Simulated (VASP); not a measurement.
Here is a VASP 6.6.1 calculation.

The input INCAR:

```
PREC = Accurate
ENCUT = 600
EDIFF = 1E-6
ISMEAR = 0
SIGMA = 0.1
LREAL = F
LASPH = T
NELM = 120
ALGO = Normal
ISIF = 2
LWAVE = F
LCHARG = F
GGA = PE
NBANDS = 33
GGA_COMPAT = F
```

Contents of KPOINTS:

```
Automatic mesh
0
Gamma
  6 6 6
```

Contents of POSCAR:

```
ZrO2
1.0
   -2.5580969919     -0.0001063745     -2.5580827294
   -2.5579386210     -2.5580016690     -0.0002700273
   -5.1155555207      2.5579512461      2.5575514743
Zr O
2 4
Direct
    0.2500062215      0.2499972934      0.2499962847
    0.7499905840      0.7500017802      0.7499993870
    0.6250008324      0.6249878683      0.1250030429
    0.1249976276      0.1249845656      0.6250064715
    0.8750040461      0.8750160702      0.3749954426
    0.3750006885      0.3750124222      0.8749993714
```

Potentials or basis: VASP PAW PBE potentials, release 64 (Zr_sv, O).

Command:

```console
$ cat potpaw_PBE.64/Zr_sv/POTCAR potpaw_PBE.64/O/POTCAR > POTCAR
$ mpirun -np 1 vasp_std > vasp.out
```

Problem. Estimate the band gap on the k mesh.

Solution. 3.31 eV.

Problem. Predict the pressure.

Solution. 0.1 GPa.

A k mesh can miss the band edges.
